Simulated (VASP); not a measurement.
# SiGeF6 (Pm-3m) in VASP: notebook

SiGeF6 is run at these levels: PBE; tasks: single point, relaxation of cell and atoms.

All numbers are computed with VASP 6.6.1; they aren't measurements. Logs are shortened: lines on timing, memory, paths and dates and some standing lists are left out, and cuts for length are marked.

**1. The cell of the first run**

Symmetry: Pm-3m, No. 221, cubic system. Conventional cell: a = 6.050 Å, b = 6.050 Å, c = 6.050 Å, α = 90.00°, β = 90.00°, γ = 90.00°. Within 5.8 Å of Si (site symmetry m-3m) lie 24 F at 4.45 Å and 8 Ge at 5.24 Å. Within 2.4 Å of Ge (site symmetry m-3m) lie 6 F at 1.82 Å. F (site symmetry 4mm) has 1 Ge at 1.82 Å and 5 F at 2.42 to 2.57 Å within 2.6 Å.

The cell was built from a structure type or drawn by symmetry, and may not be a known phase.

**2. Single point, PBE**

The input, INCAR:

```
SYSTEM = SiGeF6
  PREC = Accurate
  ENCUT = 520
  EDIFF = 1E-6
  ISMEAR = 0
  SIGMA = 0.1
  LREAL = .FALSE.
  LASPH = .TRUE.
  NELM = 80
  ALGO = Normal
  ISIF = 2
  LWAVE = .FALSE.
  LCHARG = .TRUE.
  GGA = PE
  LELF = .TRUE.
  LVHAR = .TRUE.
  NBANDS = 40
```

The input, KPOINTS:

```
Automatic mesh
0
G
  6 6 6
  0 0 0
```

The input, POSCAR:

```
SiGeF6
1.0
    6.0501759189      0.0000000000      0.0000000000
    0.0000000000      6.0501759189      0.0000000000
    0.0000000000      0.0000000000      6.0501759189
Si Ge F
1 1 6
Direct
    0.5000000000      0.5000000000      0.5000000000
    0.0000000000      0.0000000000      0.0000000000
    0.6998992136      0.0000000000      0.0000000000
    0.3001007864      0.0000000000      0.0000000000
    0.0000000000      0.6998992136      0.0000000000
    0.0000000000      0.3001007864      0.0000000000
    0.0000000000      0.0000000000      0.6998992136
    0.0000000000      0.0000000000      0.3001007864
```

Potentials or basis: VASP PAW PBE potentials, release 64 (Si, Ge_d, F).

Launch:

```
$ cat potpaw_PBE.64/Si/POTCAR potpaw_PBE.64/Ge_d/POTCAR potpaw_PBE.64/F/POTCAR > POTCAR
$ mpirun -np 1 vasp_std > vasp.out
```

OUTCAR:

```text
SYSTEM = SiGeF6
   PREC = Accurate
   ENCUT = 520
   EDIFF = 1E-6
   ISMEAR = 0
   LREAL = .FALSE.
   LASPH = .TRUE.
   NELM = 80
   ISIF = 2
   GGA = PE

 ion  position               nearest neighbor table
   1  0.500  0.500  0.500-
   2  0.000  0.000  0.000-   3 1.82   4 1.82   5 1.82   6 1.82   7 1.82   8 1.82
   3  0.700  0.000  0.000-   2 1.82
   4  0.300  0.000  0.000-   2 1.82
   5  0.000  0.700  0.000-   2 1.82
   6  0.000  0.300  0.000-   2 1.82
   7  0.000  0.000  0.700-   2 1.82
   8  0.000  0.000  0.300-   2 1.82

  LATTYP: Found a simple cubic cell.
 ALAT       =     6.0501759189

  Lattice vectors:

 A1 = (   6.0501759189,   0.0000000000,   0.0000000000)
 A2 = (   0.0000000000,   6.0501759189,   0.0000000000)
 A3 = (   0.0000000000,   0.0000000000,   6.0501759189)

Analysis of symmetry for initial positions (statically):
=====================================================================
 Subroutine PRICEL returns:
 Original cell was already a primitive cell.

 Routine SETGRP: Setting up the symmetry group for a
 simple cubic supercell.

 Subroutine GETGRP returns: Found 48 space group operations
 (whereof 48 operations were pure point group operations)
 out of a pool of 48 trial point group operations.

The static configuration has the point symmetry O_h .

Analysis of symmetry for dynamics (positions and initial velocities):
=====================================================================
 Subroutine PRICEL returns:
 Original cell was already a primitive cell.

 Routine SETGRP: Setting up the symmetry group for a
 simple cubic supercell.

 Subroutine GETGRP returns: Found 48 space group operations
 (whereof 48 operations were pure point group operations)
 out of a pool of 48 trial point group operations.

The dynamic configuration has the point symmetry O_h .

 Subroutine INISYM returns: Found 48 space group operations
 (whereof 48 operations are pure point group operations),
 and found     1 'primitive' translations

----------------------------------------------------------------------------------------

                                     Primitive cell

  volume of cell :     221.4644

  direct lattice vectors                    reciprocal lattice vectors
     6.050175919  0.000000000  0.000000000     0.165284450  0.000000000  0.000000000
     0.000000000  6.050175919  0.000000000     0.000000000  0.165284450  0.000000000
     0.000000000  0.000000000  6.050175919     0.000000000  0.000000000  0.165284450

  length of vectors
     6.050175919  6.050175919  6.050175919     0.165284450  0.165284450  0.165284450

  position of ions in fractional coordinates (direct lattice)
     0.500000000  0.500000000  0.500000000
     0.000000000  0.000000000  0.000000000
     0.699899214  0.000000000  0.000000000
     0.300100786  0.000000000  0.000000000
     0.000000000  0.699899214  0.000000000
     0.000000000  0.300100786  0.000000000
     0.000000000  0.000000000  0.699899214
     0.000000000  0.000000000  0.300100786

  ion indices of the primitive-cell ions
   primitive index   ion index
                 1           1
                 2           2
                 3           3
                 4           4
                 5           5
                 6           6
                 7           7
                 8           8

----------------------------------------------------------------------------------------

 KPOINTS: Automatic mesh

Automatic generation of k-mesh.
 Grid dimensions read from file:
 generate k-points for:    6    6    6

 Generating k-lattice:

  Cartesian coordinates                     Fractional coordinates (reciprocal lattice)
     0.027547408  0.000000000  0.000000000     0.166666667  0.000000000  0.000000000
     0.000000000  0.027547408  0.000000000     0.000000000  0.166666667  0.000000000
     0.000000000  0.000000000  0.027547408     0.000000000  0.000000000  0.166666667

  Length of vectors
     0.027547408  0.027547408  0.027547408

  Shift w.r.t. Gamma in fractional coordinates (k-lattice)
     0.000000000  0.000000000  0.000000000

 Subroutine IBZKPT returns following result:
 ===========================================

 Found     20 irreducible k-points:

 Following reciprocal coordinates:
            Coordinates               Weight
  0.000000  0.000000  0.000000      1.000000
  0.166667  0.000000  0.000000      6.000000
  0.333333  0.000000  0.000000      6.000000
  0.500000  0.000000  0.000000      3.000000
  0.166667  0.166667  0.000000     12.000000
  0.333333  0.166667  0.000000     24.000000
[... 12 lines left out ...]
  0.500000  0.500000  0.333333      6.000000
  0.500000  0.500000  0.500000      1.000000
   k-points           NKPTS =     20   k-points in BZ     NKDIM =     20   number of bands    NBANDS=     40
   number of dos      NEDOS =    301   number of ions     NIONS =      8
   total plane-waves  NPLWV = 110592
   dimension x,y,z NGX =    48 NGY =   48 NGZ =   48
   dimension x,y,z NGXF=    96 NGYF=   96 NGZF=   96
   ions per type =               1   1   6
   NGX,Y,Z   is equivalent  to a cutoff of  13.19, 13.19, 13.19 a.u.
   NGXF,Y,Z  is equivalent  to a cutoff of  26.38, 26.38, 26.38 a.u.
 SYSTEM =  SiGeF6
   PREC   = accura    normal or accurate (medium, high low for compatibility)
   ISTART =      0    job   : 0-new  1-cont  2-samecut
   ICHARG =      2    charge: 1-file 2-atom 10-const
   ISPIN  =      1    spin polarized calculation?
   LNONCOLLINEAR =      F non collinear calculations
   LSORBIT =      F    spin-orbit coupling
   LASPH  =      T    aspherical Exc in radial PAW
   ENCUT  =  520.0 eV  38.22 Ry    6.18 a.u.  11.25 11.25 11.25*2*pi/ulx,y,z
   NELM   =     80;   NELMIN=  2; NELMDL= -5     # of ELM steps
   EDIFF  = 0.1E-05   stopping-criterion for ELM
   LREAL  =      F    real-space projection
   EDIFFG = 0.1E-04   stopping-criterion for IOM
   NSW    =      0    number of steps for IOM
   IBRION =     -1    ionic relax: 0-MD 1-quasi-New 2-CG
   NFREE  =      0    steps in history (QN), initial steepest desc. (CG)
   ISIF   =      2    stress and relaxation
   ISYM   =      2    0-nonsym 1-usesym 2-fastsym
   POTIM  = 0.5000    time-step for ionic-motion
   TEBEG  =    0.0;   TEEND  =   0.0 temperature during run
   PSTRESS=    0.0 pullay stress
   NELECT =      60.0000    total number of electrons
   NUPDOWN=      -1.0000    fix difference up-down
   EMIN   =  10.00;   EMAX   =-10.00  energy-range for DOS
   EFERMI =   0.00;   METHOD = LEGACY
   ISMEAR =     0;   SIGMA  =   0.10  broadening in eV -4-tet -1-fermi 0-gaus
   EFERMI_NEDOS =   21; number of points for ismear=-14 and -15
   IALGO  =     38    algorithm
   IMIX   =      4    mixing-type and parameters
     AMIX     =   0.40;   BMIX     =  1.00
     AMIX_MAG =   1.60;   BMIX_MAG =  1.00
  volume/ion in A,a.u.               =      27.68       186.81
  Fermi-wavevector in a.u.,A,eV,Ry     =   1.059312  2.001810 15.267669  1.122142
  Thomas-Fermi vector in A             =   2.194653
   LORBIT       =      0    0 simple, 1 ext, 2 COOP (PROOUT), +10 PAW based schemes
   GGA     = PE    functional components
   LHFCALC =     F    Hartree Fock is set to
   AEXX    =    0.0000 exact exchange contribution
   IVDW    =     0    specifies the selected vdW correction
   LEPSILON=     F    determine dielectric tensor
   LRPA    =     F    only Hartree local field effects (RPA)
 non-spin polarized calculation
 Gauss-broadening in eV      SIGMA  =   0.10
  energy-cutoff  :      520.00
  volume of cell :      221.46
 maximum number of plane-waves:      6031
 NGX is ok and might be reduce to    48
   NGX = 23   NGY = 23   NGZ = 23

 number of electron      60.0000053 magnetization

 Free energy of the ion-electron system (eV)
  ---------------------------------------------------
  ext. energy  EPLUGINS =         0.00000000
  ---------------------------------------------------
  free energy    TOTEN  =       -29.64854114 eV

  energy without entropy =      -29.52832696  energy(sigma->0) =      -29.58843405

 E-fermi :  -3.7438     XC(G=0):  -6.0212

 val. band max:       -3.7441924964   @ k =   0.5000   0.0000   0.0000
 cond. band min:      -3.7394969728   @ k =   0.5000   0.0000   0.0000
 fundamental gap:      0.0046955236
 Fermi energy:        -3.7438124451

 k-point     1 :       0.0000    0.0000    0.0000
  band No.  band energies     occupation
      1     -26.2534      2.00000
      2     -26.2534      2.00000
      3     -25.4286      2.00000
      4     -25.4286      2.00000
      5     -25.4286      2.00000
      6     -24.9253      2.00000
[... 32 lines left out ...]
     39       5.2867      0.00000
     40       5.2867      0.00000

 k-point     2 :       0.1667    0.0000    0.0000
  band No.  band energies     occupation
      1     -26.2533      2.00000
      2     -26.2487      2.00000
      3     -25.4286      2.00000
      4     -25.4286      2.00000
      5     -25.4286      2.00000
      6     -24.9130      2.00000
[... 32 lines left out ...]
     39       5.1823      0.00000
     40       5.2801      0.00000

 k-point     3 :       0.3333    0.0000    0.0000
  band No.  band energies     occupation
      1     -26.2533      2.00000
      2     -26.2394      2.00000
      3     -25.4286      2.00000
      4     -25.4286      2.00000
      5     -25.4286      2.00000
      6     -24.8857      2.00000
[... 681 lines left out ...]
  band No.  band energies     occupation
      1     -26.2297      2.00000
      2     -26.2247      2.00000
      3     -25.4286      2.00000
      4     -25.4286      2.00000
      5     -25.4286      2.00000
      6     -24.7702      2.00000
[... 32 lines left out ...]
     39       5.7016      0.00000
     40       5.8884      0.00000

 k-point    20 :       0.5000    0.5000    0.5000
  band No.  band energies     occupation
      1     -26.2247      2.00000
      2     -26.2247      2.00000
      3     -25.4286      2.00000
      4     -25.4286      2.00000
      5     -25.4286      2.00000
      6     -24.7526      2.00000
[... 32 lines left out ...]
     39       5.6988      0.00000
     40       5.9797      0.00000

------------------------ aborting loop because EDIFF is reached ----------------------------------------

  FORCE on cell =-STRESS in cart. coord.  units (eV):
  Direction    XX          YY          ZZ          XY          YZ          ZX
  --------------------------------------------------------------------------------------
  -------------------------------------------------------------------------------------
  Total        0.1623155      0.1623155      0.1623155     -0.0000000      0.0000000     -0.0000000
  in kB        1.1742661      1.1742661      1.1742661     -0.0000000      0.0000000     -0.0000000
  external PRESSURE =       1.1742661 kB  Pullay stress =       0.0000000 kB

 VOLUME and BASIS-vectors are now :
 -----------------------------------------------------------------------------
  energy-cutoff  :      520.00
  volume of cell :      221.46
      direct lattice vectors                 reciprocal lattice vectors
     6.050175919  0.000000000  0.000000000     0.165284450  0.000000000  0.000000000
     0.000000000  6.050175919  0.000000000     0.000000000  0.165284450  0.000000000
     0.000000000  0.000000000  6.050175919     0.000000000  0.000000000  0.165284450

 POSITION                                       TOTAL-FORCE (eV/Angst)
 -----------------------------------------------------------------------------------
      3.02509      3.02509      3.02509         0.000000      0.000000     -0.000000
      0.00000      0.00000      0.00000         0.000000      0.000000     -0.000000
      4.23451      0.00000      0.00000        -0.089674      0.000000     -0.000000
      1.81566      0.00000      0.00000         0.089674     -0.000000     -0.000000
      0.00000      4.23451      0.00000        -0.000000     -0.089674     -0.000000
      0.00000      1.81566      0.00000         0.000000      0.089674     -0.000000
      0.00000      0.00000      4.23451         0.000000      0.000000     -0.089674
      0.00000      0.00000      1.81566        -0.000000     -0.000000      0.089674
 -----------------------------------------------------------------------------------
    total drift:                                0.000000      0.000000     -0.000000

  FREE ENERGIE OF THE ION-ELECTRON SYSTEM (eV)
  ---------------------------------------------------
  free  energy   TOTEN  =       -29.6485411373 eV

  energy  without entropy=      -29.5283269595  energy(sigma->0) =      -29.58843405
```

Wall time 7.3 min (1 thread of Intel Xeon 8259CL, shared host); peak memory 0.41 GiB.

What came out:

| Property | Result |
| --- | --- |
| Free energy | -29.6485 eV |
| Pressure | 0.1 GPa |
| Largest force | 0.090 eV/Å |

Forces on the atoms (eV/Å):
```
Si   0.000  0.000  0.000
Ge   0.000  0.000  0.000
F   -0.090  0.000  0.000
F    0.090  0.000  0.000
F    0.000 -0.090  0.000
F    0.000  0.090  0.000
F    0.000  0.000 -0.090
F    0.000  0.000  0.090
```

[end of part 1 of 2]
